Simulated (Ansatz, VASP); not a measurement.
**Two plane-wave programs on AgRh**

The input INCAR:

```
SYSTEM = AgRh
AGGAC = 1.0 ; AGGAX = 1.0
ALDAC = 0.0 ; ALDAX = 1.0
ALGO = Fast ; EDIFF = 1E-7
ENCUT = 520 ; GGA = B5
ISIF = 2 ; ISMEAR = -1
LASPH = .TRUE. ; LCHARG = .FALSE.
LREAL = .FALSE. ; LWAVE = .FALSE.
NBANDS = 20 ; NELM = 80
PREC = Accurate ; SIGMA = 0.05
```

File KPOINTS:

```
k-points
0
G
  6 6 3
  0 0 0
```

File POSCAR:

```
AgRh
1.0
    2.7775881998      0.0000000000      0.0000000000
   -1.3887940999      2.4054619423      0.0000000000
    0.0000000000      0.0000000000      4.8086020000
Ag Rh
1 1
Direct
    0.0000000000      0.0000000000      0.5000000000
    0.6666666667      0.3333333333      0.0000000000
```

File input.yaml:

```yaml
crystal:
  lattice:
    - [2.7775881998, 0.0, 0.0]
    - [-1.3887940999, 2.4054619423, 0.0]
    - [0.0, 0.0, 4.808602]
  atoms:
    - { symbol: Ag, position: [0.0, 0.0, 0.5] }
    - { symbol: Rh, position: [0.6666666667, 0.3333333333, 0.0] }
hamiltonian:
  xc: blyp
  pseudopotentials: { kind: paw }
kpoints:
  mp_grid: { grid: [6, 6, 3] }
  band_path:
    path:
      - [[0.0, 0.0, 0.0], [0.5, 0.0, 0.0], [0.3333333333, 0.3333333333, 0.0], [0.0, 0.0, 0.0], [0.0, 0.0, 0.5], [0.5, 0.0, 0.5], [0.3333333333, 0.3333333333, 0.5], [0.0, 0.0, 0.5]]
      - [[0.5, 0.0, 0.5], [0.5, 0.0, 0.0]]
      - [[0.3333333333, 0.3333333333, 0.0], [0.3333333333, 0.3333333333, 0.5]]
    npoints: 14
scf:
  occupations: { method: fermi_dirac, width: 0.05 }
  n_extra_bands: 6
output:
  forces: true
  stress: true
  eigenvalues: true
  fatbands: false
  write_density: true
  write_potential: true
  elf: true
  volumetric_format: npy
```

Alike in both runs: functional BLYP; k mesh 6 × 6 × 3; occupations fermi-dirac, width 0.05 eV; no spin polarisation.

|  | VASP | Ansatz |
| --- | --- | --- |
| version | VASP 6.6.1 | Ansatz 0.2.0 |
| potentials or method | VASP PAW PBE potentials, release 64 (Ag, Rh_pv) | Ansatz PAW |
| plane-wave cutoff (eV) | 520 | 420 |
| valence electrons in the cell | 26 | 36 |
| task | single point | band structure |

Ansatz gave:

```
gap on the k mesh at the Fermi level (eV)                     : none
pressure (GPa)                                                : 7.2
traceless stress, the component that is largest in VASP (GPa) : 0.41
```

Question: What did VASP give for the same quantities?

Answer: gap on the k mesh at the Fermi level (eV): none; pressure (GPa): 7.5; traceless stress, the component that is largest in VASP (GPa): 0.33.

VASP's potentials were made for PBE, not for BLYP. A gap of «none» marks a metal or a gap that the smearing closes. The functional is the same, so the differences come from potentials, cutoffs and numerics. VASP's potentials hold 26 valence electrons a cell and Ansatz's 36, so a difference there can come from the potentials and not from the codes.

The k mesh is coarse, so the values compare programs but aren't converged.
